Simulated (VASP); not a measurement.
# Sb2Mo (P6/mmm) in VASP: notebook

Runs on Sb2Mo. Level: r2SCAN. Tasks: single point, relaxation of cell and atoms.

Everything below comes from runs of VASP 6.6.1. Logs are shortened: lines on timing, memory, paths and dates and some standing lists are left out, and cuts for length are marked.

**1. The cell of the first run**

It takes space group P6/mmm (No. 191, hexagonal). Conventional cell: a = 5.037 Å, b = 5.037 Å, c = 2.988 Å, α = 90.00°, β = 90.00°, γ = 120.00°. Sb (site symmetry -6m2) has 5 Sb at 2.91 to 2.99 Å and 6 Mo at 3.27 Å within 3.8 Å. Within 3.9 Å of Mo (site symmetry 6/mmm) lie 2 Mo at 2.99 Å and 12 Sb at 3.27 Å.

**2. Single point, r2SCAN**

POSCAR reads:

```
Sb2Mo
1.0
    5.0365916620      0.0000000000      0.0000000000
   -2.5182958310      4.3618163278      0.0000000000
    0.0000000000      0.0000000000      2.9879340943
Sb Mo
2 1
Direct
    0.3333333333      0.6666666667      0.5000000000
    0.6666666667      0.3333333333      0.5000000000
    0.0000000000      0.0000000000      0.0000000000
```

INCAR.step1 reads:

```
PREC     = Accurate       # precision mode
ENCUT    = 520            # plane-wave cutoff, eV
ISMEAR   = 0              # smearing method
SIGMA    = 0.1            # smearing width, eV
LREAL    = False          # projectors in reciprocal space
LASPH    = True           # aspherical terms in the spheres
NELM     = 60             # most SCF steps
NBANDS   = 19             # bands
GGA      = PE             # functional
ALGO     = Normal         # electronic algorithm
EDIFF    = 1E-4           # SCF threshold, eV
LWAVE    = True           # write WAVECAR
LCHARG   = False          # write CHGCAR
```

INCAR.step2 reads:

```
PREC     = Accurate       # precision mode
ENCUT    = 520            # plane-wave cutoff, eV
EDIFF    = 1E-7           # SCF threshold, eV
ISMEAR   = 0              # smearing method
SIGMA    = 0.1            # smearing width, eV
LREAL    = False          # projectors in reciprocal space
LASPH    = True           # aspherical terms in the spheres
NELM     = 60             # most SCF steps
ALGO     = Normal         # electronic algorithm
ISIF     = 2              # what is computed and relaxed
LWAVE    = False          # write WAVECAR
LCHARG   = True           # write CHGCAR
METAGGA  = R2SCAN         # meta-GGA
LMIXTAU  = True         
LELF     = True           # ELF
LVHAR    = True         
NBANDS   = 19             # bands
ISTART   = 1
```

KPOINTS reads:

```
Automatic mesh
0
Gamma
  6 6 4
```

Potentials or basis: VASP PAW PBE potentials, release 64 (Sb, Mo_sv).

Command:

```bash
$ cat potpaw_PBE.64/Sb/POTCAR potpaw_PBE.64/Mo_sv/POTCAR > POTCAR
$ cp INCAR.step1 INCAR
$ mpirun -np 1 vasp_std > vasp.out
$ cp INCAR.step2 INCAR
$ mpirun -np 1 vasp_std > vasp.out
```

OUTCAR:

```text
PREC = Accurate
   ENCUT = 520
   EDIFF = 1E-7
   ISMEAR = 0
   LREAL = False
   LASPH = True
   NELM = 60
   ISIF = 2
   METAGGA = R2SCAN
   ISTART = 1

 ion  position               nearest neighbor table
   1  0.333  0.667  0.500-   2 2.91   2 2.91   2 2.91   3 3.27   3 3.27   3 3.27   3 3.27   3 3.27
                             3 3.27
   2  0.667  0.333  0.500-   1 2.91   1 2.91   1 2.91   3 3.27   3 3.27   3 3.27   3 3.27   3 3.27
                             3 3.27
   3  0.000  0.000  0.000-   1 3.27   2 3.27   1 3.27   2 3.27   2 3.27   2 3.27   1 3.27   1 3.27
                             2 3.27   2 3.27   1 3.27   1 3.27

  LATTYP: Found a hexagonal cell.
 ALAT       =     5.0365916620
 C/A-ratio  =     0.5932452529

  Lattice vectors:

 A1 = (   5.0365916620,   0.0000000000,   0.0000000000)
 A2 = (  -2.5182958310,   4.3618163278,   0.0000000000)
 A3 = (   0.0000000000,   0.0000000000,   2.9879340943)

Analysis of symmetry for initial positions (statically):
=====================================================================
 Subroutine PRICEL returns:
 Original cell was already a primitive cell.

 Routine SETGRP: Setting up the symmetry group for a
 hexagonal supercell.

 Subroutine GETGRP returns: Found 24 space group operations
 (whereof 24 operations were pure point group operations)
 out of a pool of 24 trial point group operations.

The static configuration has the point symmetry D_6h.

Analysis of symmetry for dynamics (positions and initial velocities):
=====================================================================
 Subroutine PRICEL returns:
 Original cell was already a primitive cell.

 Routine SETGRP: Setting up the symmetry group for a
 hexagonal supercell.

 Subroutine GETGRP returns: Found 24 space group operations
 (whereof 24 operations were pure point group operations)
 out of a pool of 24 trial point group operations.

The dynamic configuration has the point symmetry D_6h.

 Subroutine INISYM returns: Found 24 space group operations
 (whereof 24 operations are pure point group operations),
 and found     1 'primitive' translations

----------------------------------------------------------------------------------------

                                     Primitive cell

  volume of cell :      65.6410

  direct lattice vectors                    reciprocal lattice vectors
     5.036591662  0.000000000  0.000000000     0.198546967  0.114631145  0.000000000
    -2.518295831  4.361816328  0.000000000     0.000000000  0.229262290  0.000000000
     0.000000000  0.000000000  2.987934094     0.000000000  0.000000000  0.334679403

  length of vectors
     5.036591662  5.036591662  2.987934094     0.229262290  0.229262290  0.334679403

  position of ions in fractional coordinates (direct lattice)
     0.333333333  0.666666667  0.500000000
     0.666666667  0.333333333  0.500000000
     0.000000000  0.000000000  0.000000000

  ion indices of the primitive-cell ions
   primitive index   ion index
                 1           1
                 2           2
                 3           3

----------------------------------------------------------------------------------------

 KPOINTS: Automatic mesh

Automatic generation of k-mesh.
 Grid dimensions read from file:
 generate k-points for:    6    6    4

 Generating k-lattice:

  Cartesian coordinates                     Fractional coordinates (reciprocal lattice)
     0.033091161  0.019105191  0.000000000     0.166666667  0.000000000  0.000000000
     0.000000000  0.038210382  0.000000000     0.000000000  0.166666667  0.000000000
     0.000000000  0.000000000  0.083669851     0.000000000  0.000000000  0.250000000

  Length of vectors
     0.038210382  0.038210382  0.083669851

  Shift w.r.t. Gamma in fractional coordinates (k-lattice)
     0.000000000  0.000000000  0.000000000

 Subroutine IBZKPT returns following result:
 ===========================================

 Found     21 irreducible k-points:

 Following reciprocal coordinates:
            Coordinates               Weight
  0.000000  0.000000  0.000000      1.000000
  0.166667  0.000000  0.000000      6.000000
  0.333333 -0.000000  0.000000      6.000000
  0.500000  0.000000  0.000000      3.000000
  0.166667  0.166667  0.000000      6.000000
  0.333333  0.166667  0.000000     12.000000
[... 13 lines left out ...]
  0.333333  0.166667  0.500000     12.000000
  0.333333  0.333333  0.500000      2.000000
   k-points           NKPTS =     21   k-points in BZ     NKDIM =     21   number of bands    NBANDS=     19
   number of dos      NEDOS =    301   number of ions     NIONS =      3
   total plane-waves  NPLWV =  38400
   dimension x,y,z NGX =    40 NGY =   40 NGZ =   24
   dimension x,y,z NGXF=    80 NGYF=   80 NGZF=   48
   ions per type =               2   1
   NGX,Y,Z   is equivalent  to a cutoff of  13.20, 13.20, 13.35 a.u.
   NGXF,Y,Z  is equivalent  to a cutoff of  26.41, 26.41, 26.71 a.u.
 SYSTEM =  unknown system
   PREC   = accura    normal or accurate (medium, high low for compatibility)
   ISTART =      1    job   : 0-new  1-cont  2-samecut
   ICHARG =      0    charge: 1-file 2-atom 10-const
   ISPIN  =      1    spin polarized calculation?
   LNONCOLLINEAR =      F non collinear calculations
   LSORBIT =      F    spin-orbit coupling
   LASPH  =      T    aspherical Exc in radial PAW
   ENCUT  =  520.0 eV  38.22 Ry    6.18 a.u.   9.36  9.36  5.56*2*pi/ulx,y,z
   NELM   =     60;   NELMIN=  2; NELMDL=  0     # of ELM steps
   EDIFF  = 0.1E-06   stopping-criterion for ELM
   LREAL  =      F    real-space projection
   EDIFFG = 0.1E-05   stopping-criterion for IOM
   NSW    =      0    number of steps for IOM
   IBRION =     -1    ionic relax: 0-MD 1-quasi-New 2-CG
   NFREE  =      0    steps in history (QN), initial steepest desc. (CG)
   ISIF   =      2    stress and relaxation
   ISYM   =      2    0-nonsym 1-usesym 2-fastsym
   POTIM  = 0.5000    time-step for ionic-motion
   TEBEG  =    0.0;   TEEND  =   0.0 temperature during run
   PSTRESS=    0.0 pullay stress
   NELECT =      24.0000    total number of electrons
   NUPDOWN=      -1.0000    fix difference up-down
   EMIN   =  10.00;   EMAX   =-10.00  energy-range for DOS
   EFERMI =   0.00;   METHOD = LEGACY
   ISMEAR =     0;   SIGMA  =   0.10  broadening in eV -4-tet -1-fermi 0-gaus
   EFERMI_NEDOS =   21; number of points for ismear=-14 and -15
   IALGO  =     38    algorithm
   IMIX   =      4    mixing-type and parameters
     AMIX     =   0.40;   BMIX     =  1.00
     AMIX_MAG =   1.60;   BMIX_MAG =  1.00
  volume/ion in A,a.u.               =      21.88       147.66
  Fermi-wavevector in a.u.,A,eV,Ry     =   1.170631  2.212173 18.645126  1.370378
  Thomas-Fermi vector in A             =   2.307087
   LORBIT       =      0    0 simple, 1 ext, 2 COOP (PROOUT), +10 PAW based schemes
   METAGGA = R2SCAN    functional components
   LHFCALC =     F    Hartree Fock is set to
   AEXX    =    0.0000 exact exchange contribution
   IVDW    =     0    specifies the selected vdW correction
   LEPSILON=     F    determine dielectric tensor
   LRPA    =     F    only Hartree local field effects (RPA)
 non-spin polarized calculation
 Gauss-broadening in eV      SIGMA  =   0.10
  energy-cutoff  :      520.00
  volume of cell :       65.64
 maximum number of plane-waves:      1788
 NGX is ok and might be reduce to    40
   NGX = 19   NGY = 19   NGZ = 11

 number of electron      24.0000000 magnetization

 Free energy of the ion-electron system (eV)
  ---------------------------------------------------
  ext. energy  EPLUGINS =         0.00000000
  ---------------------------------------------------
  free energy    TOTEN  =       -74.26911084 eV

  energy without entropy =      -74.25513605  energy(sigma->0) =      -74.26212344

 E-fermi :  10.4344     XC(G=0): -12.0267

 val. band max:       10.4333587054   @ k =   0.3333  -0.0000   0.5000
 cond. band min:      10.4468106178   @ k =   0.3333   0.3333   0.5000
 fundamental gap:      0.0134519124
 Fermi energy:        10.4344209822

 k-point     1 :       0.0000    0.0000    0.0000
  band No.  band energies     occupation
      1     -52.6626      2.00000
      2     -26.0248      2.00000
      3     -26.0248      2.00000
      4     -25.7698      2.00000
      5      -3.7922      2.00000
      6       2.0564      2.00000
[... 11 lines left out ...]
     18      18.5902      0.00000
     19      18.7827      0.00000

 k-point     2 :       0.1667    0.0000    0.0000
  band No.  band energies     occupation
      1     -52.6626      2.00000
      2     -26.0256      2.00000
      3     -26.0250      2.00000
      4     -25.7697      2.00000
      5      -3.5761      2.00000
      6       1.0803      2.00000
[... 11 lines left out ...]
     18      18.2416      0.00000
     19      18.2785      0.00000

 k-point     3 :       0.3333   -0.0000    0.0000
  band No.  band energies     occupation
      1     -52.6626      2.00000
      2     -26.0272      2.00000
      3     -26.0254      2.00000
      4     -25.7696      2.00000
      5      -2.9723      2.00000
      6      -0.3293      2.00000
[... 11 lines left out ...]
     18      16.9778      0.00000
     19      17.2552      0.00000

 k-point     4 :       0.5000    0.0000    0.0000
  band No.  band energies     occupation
      1     -52.6625      2.00000
      2     -26.0280      2.00000
      3     -26.0256      2.00000
      4     -25.7696      2.00000
      5      -2.3840      2.00000
      6      -1.1987      2.00000
[... 341 lines left out ...]
     18      14.5002      0.00000
     19      15.6673      0.00000

 k-point    20 :       0.3333    0.1667    0.5000
  band No.  band energies     occupation
      1     -52.6196      2.00000
      2     -26.2136      2.00000
      3     -25.9788      2.00000
      4     -25.9778      2.00000
      5       0.5133      2.00000
      6       2.1267      2.00000
[... 11 lines left out ...]
     18      15.2860      0.00000
     19      16.0049      0.00000

 k-point    21 :       0.3333    0.3333    0.5000
  band No.  band energies     occupation
      1     -52.6196      2.00000
      2     -26.2135      2.00000
      3     -25.9784      2.00000
      4     -25.9784      2.00000
      5       1.2083      2.00000
      6       1.2083      2.00000
[... 11 lines left out ...]
     18      14.7818      0.00000
     19      16.6922      0.00000

------------------------ aborting loop because EDIFF is reached ----------------------------------------

  FORCE on cell =-STRESS in cart. coord.  units (eV):
  Direction    XX          YY          ZZ          XY          YZ          ZX
  --------------------------------------------------------------------------------------
  -------------------------------------------------------------------------------------
  Total        0.2705845      0.2705845      0.0970372      0.0000000      0.0000000      0.0000000
  in kB        6.6044760      6.6044760      2.3685016      0.0000000      0.0000000      0.0000000
  external PRESSURE =       5.1924845 kB  Pullay stress =       0.0000000 kB

 VOLUME and BASIS-vectors are now :
 -----------------------------------------------------------------------------
  energy-cutoff  :      520.00
  volume of cell :       65.64
      direct lattice vectors                 reciprocal lattice vectors
     5.036591662  0.000000000  0.000000000     0.198546967  0.114631145  0.000000000
    -2.518295831  4.361816328  0.000000000     0.000000000  0.229262290  0.000000000
     0.000000000  0.000000000  2.987934094     0.000000000  0.000000000  0.334679403

 POSITION                                       TOTAL-FORCE (eV/Angst)
 -----------------------------------------------------------------------------------
     -0.00000      2.90788      1.49397        -0.000000      0.000000      0.000000
      2.51830      1.45394      1.49397         0.000000     -0.000000     -0.000000
      0.00000      0.00000      0.00000        -0.000000      0.000000     -0.000000
 -----------------------------------------------------------------------------------
    total drift:                                0.000000     -0.000000      0.000000

  FREE ENERGIE OF THE ION-ELECTRON SYSTEM (eV)
  ---------------------------------------------------
  free  energy   TOTEN  =       -74.2691108378 eV

  energy  without entropy=      -74.2551360481  energy(sigma->0) =      -74.26212344
```

Wall time 90 s (1 thread of AMD EPYC 7R13 (Zen 3), shared host); peak memory 0.17 GiB.

Results:

```yaml
Free_energy: -74.2691 eV
Pressure: 0.5 GPa
Band_gap_on_the_k_mesh: zero (bands 12 and 13 overlap by 2.18 eV)
```

Levels at points of the mesh, in eV from the Fermi level:
```
           k point  band 10  band 11  band 12  band 13  band 14  band 15
(0.00, 0.00, 0.00)    -1.84    -1.84     1.05     1.05     1.44     1.44
(0.50, 0.00, 0.00)    -1.93     0.25     0.65     1.03     1.26     4.07
(0.00, 0.00, 0.50)    -2.78    -2.67    -2.67    -1.13    -1.13     2.14
(0.50, 0.00, 0.50)    -1.44    -0.61    -0.51    -0.44     0.74     1.33
```

Caveat: the k points lie up to 0.53 Å⁻¹ apart, too coarse for converged energies and pressures of a metal; the PAW data sets were made with another functional, which shifts forces and pressure a little; spin-orbit coupling is left out, which moves the levels of the heavy elements.

(Continued in part 2 of 3.)
